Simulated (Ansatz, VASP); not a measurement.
# Two plane-wave programs on CaO

```xyz
2
Lattice="0.0000 2.6067 2.6067 2.6067 0.0000 2.6067 2.6067 2.6067 0.0000" Properties=species:S:1:pos:R:3 pbc="T T T"
Ca    0.0000    0.0000    0.0000
O     1.3034    1.3034    1.3034
```

Alike in both runs: task single point; functional r2SCAN; k mesh 6 × 6 × 6; occupations gaussian, width 0.05 eV; no spin polarisation.

|  | VASP | Ansatz |
| --- | --- | --- |
| version | VASP 6.6.1 | Ansatz 0.2.0 |
| potentials or method | VASP PAW PBE potentials, release 64 (Ca_sv, O) | plane waves |
| plane-wave cutoff (eV) | 660 | 500 |
| valence electrons in the cell | 16 | 16 |

```csv
,VASP,Ansatz,Ansatz less VASP
gap on the k mesh at the Fermi level (eV),3.74,3.76,+0.024
pressure (GPa),0.8,0.0,-0.78
```

VASP's potentials were made for PBE, not for r2SCAN. With one functional, cell and mesh, what is left measures potentials, basis and numerics.
